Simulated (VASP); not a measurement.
Input of a VASP 6.6.1 run:

INCAR

```
  PREC = Accurate
  ENCUT = 520
  EDIFF = 1E-6
  ISMEAR = 0
  SIGMA = 0.1
  LREAL = F
  LASPH = T
  NELM = 60
  ALGO = Fast
  ISIF = 2
  LWAVE = F
  LCHARG = T
  GGA = CA
  LELF = T
  LVHAR = T
  NBANDS = 14
```

KPOINTS

```
regular mesh
0
Gamma
  9 9 14
```

POSCAR

```
Al
1.0
    5.4590455692      0.0000175551     -0.0182203010
   -2.7295075814      4.7276809209      0.0182203010
   -1.3727307329      0.7925464582      2.3920491242
Al
4
Direct
    0.0000000000      0.5000000000      0.0000000000
    0.5000000000      0.5000000000      0.0000000000
    0.0000000000      0.0000000000      0.0000000000
    0.5000000000      0.0000000000      0.0000000000
```

Potentials or basis: VASP PAW LDA potentials, release 64 (Al).

The run is started by

```bash
$ cat potpaw_LDA.64/Al/POTCAR > POTCAR
$ mpirun -np 1 vasp_std > vasp.out
```

Predict the band gap on the k mesh.

zero (bands 6 and 7 overlap by 5.06 eV).

Predict the pressure.

2.9 GPa.

Stress tensor (GPa, compression positive):
```
 4.65 -0.46  0.00
-0.46  4.13  0.00
 0.00  0.00  0.06
```
